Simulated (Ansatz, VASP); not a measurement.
One calculation of Ag, two programs

Contents of INCAR:

```
SYSTEM = Ag
  ALGO = Fast
  EDIFF = 1E-6
  ENCUT = 520
  GGA = CA
  ISIF = 2
  ISMEAR = -1
  LASPH = .True.
  LCHARG = .False.
  LREAL = .False.
  LWAVE = .False.
  NBANDS = 12
  NELM = 60
  PREC = Accurate
  SIGMA = 0.05
```

KPOINTS

```
k-points
0
Gamma
  11 11 11
  0 0 0
```

Contents of POSCAR:

```
Ag
1.0
    0.0000000000      2.0010495236      2.0010495236
    2.0010495236      0.0000000000      2.0010495236
    2.0010495236      2.0010495236      0.0000000000
Ag
1
Direct
    0.0000000000      0.0000000000      0.0000000000
```

The input input.yaml:

```yaml
crystal:
  lattice:
    - [0.0, 2.0010495236, 2.0010495236]
    - [2.0010495236, 0.0, 2.0010495236]
    - [2.0010495236, 2.0010495236, 0.0]
  atoms:
    - { symbol: Ag, position: [0.0, 0.0, 0.0] }
hamiltonian:
  xc: lda
  pseudopotentials: { kind: paw }
kpoints:
  mp_grid: { grid: [11, 11, 11] }
scf:
  occupations: { method: fermi_dirac, width: 0.05 }
output:
  forces: true
  stress: true
  eigenvalues: true
```

Alike in both runs: task single point; functional LDA; k mesh 11 × 11 × 11; occupations fermi-dirac, width 0.05 eV; no spin polarisation.

|  | VASP | Ansatz |
| --- | --- | --- |
| version | VASP 6.6.1 | Ansatz 0.2.0 |
| potentials or method | VASP PAW LDA potentials, release 64 (Ag) | Ansatz PAW |
| plane-wave cutoff (eV) | 520 | 420 |
| valence electrons in the cell | 11 | 19 |

|  | VASP | Ansatz | Ansatz less VASP |
| --- | --- | --- | --- |
| gap on the k mesh at the Fermi level (eV) | none | none | - |
| pressure (GPa) | -0.3 | -0.4 | -0.11 |

LDA's correlation is that of Perdew and Zunger in VASP and of Perdew and Wang (1992) in Ansatz. A gap of «none» marks a metal or a gap that the smearing closes. VASP's potentials hold 11 valence electrons a cell and Ansatz's 19, so a difference there can come from the potentials and not from the codes.
